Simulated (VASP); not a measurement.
A run of VASP 6.6.1:

INCAR

```
SYSTEM = AlN
PREC = Accurate
ENCUT = 520
EDIFF = 1E-7
ISMEAR = 0
SIGMA = 0.02
LREAL = .FALSE.
LASPH = .TRUE.
NELM = 120
ALGO = Normal
ISIF = 2
LWAVE = .FALSE.
LCHARG = .FALSE.
GGA = PS
IBRION = 2
NSW = 60
EDIFFG = -0.002
GGA_COMPAT = .FALSE.
NELMIN = 4
```

Contents of KPOINTS:

```
regular mesh
0
G
  9 9 9
  0 0 0
```

Contents of POSCAR:

```
AlN
1.0
    0.0334089885      2.2157592075      2.2157592075
    2.2157592075      0.0334089885      2.2157592075
    2.2157592075      2.2157592075      0.0334089885
Al N
1 1
Direct
    0.0009651336      0.0009651336      0.0009651336
    0.2490348664      0.2490348664      0.2490348664
```

Potentials or basis: VASP PAW PBE potentials, release 64 (Al, N).

Launch:

```console
$ cat potpaw_PBE.64/Al/POTCAR potpaw_PBE.64/N/POTCAR > POTCAR
$ mpirun -np 1 vasp_std > vasp.out
```

Hardware: 1 thread of Intel Xeon 6975P-C (shared host).

Q: Estimate the wall time of this run.

A: It took 14 s on 1 thread of Intel Xeon 6975P-C (shared host), peak memory 0.14 GiB. Counts: scf iterations 17, k points 85, ion steps 2.
